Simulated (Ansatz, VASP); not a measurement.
V in VASP and in Ansatz

```
V
1.0
     0.00000    1.73631    2.25721
     1.73631    0.00000    2.25721
     1.73631    1.73631    0.00000
V
1
Cartesian
  0.0000 0.0000 0.0000
```

Alike in both runs: task single point; functional PBE; k mesh 24 × 24 × 24; occupations gaussian, width 0.15 eV; no spin polarisation.

```csv
,VASP,Ansatz
version,VASP 6.6.1,Ansatz 0.2.0
potentials or method,"VASP PAW PBE potentials, release 64 (V_sv), cutoff 520 eV","scalar-relativistic, plane waves, PAW"
valence electrons in the cell,13,13
```

```csv
,VASP,Ansatz,Ansatz less VASP
gap on the k mesh at the Fermi level (eV),none,none,-
pressure (GPa),0.2,-0.1,-0.34
"traceless stress, the component that is largest in VASP (GPa)",-1.95,-1.87,+0.077
```

A gap of «none» marks a metal or a gap that the smearing closes.
